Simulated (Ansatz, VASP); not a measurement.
## One calculation of Hg, two programs

```
CELL_PARAMETERS angstrom
2.07840 1.19996 1.97474
-2.07840 1.19996 1.97474
0.00000 -2.39993 1.97474
ATOMIC_POSITIONS crystal
Hg 0.00000 0.00000 0.00000
```

Alike in both runs: task single point; functional PBE; k mesh 10 × 10 × 10; occupations gaussian, width 0.01 eV; no spin polarisation.

```csv
,VASP,Ansatz
version,VASP 6.6.1,Ansatz 0.2.0
potentials or method,"VASP PAW PBE potentials, release 64 (Hg), cutoff 520 eV","plane waves (420 eV) with PAW, scalar-relativistic"
valence electrons in the cell,12,20
```

```csv
,VASP,Ansatz,Ansatz less VASP
pressure (GPa),0.1,-0.1,-0.16
"traceless stress, the component that is largest in VASP (GPa)",-0.18,-0.22,-0.035
```

VASP's potentials hold 12 valence electrons a cell and Ansatz's 20, so a difference there can come from the potentials and not from the codes.

Spin-orbit coupling is off throughout.
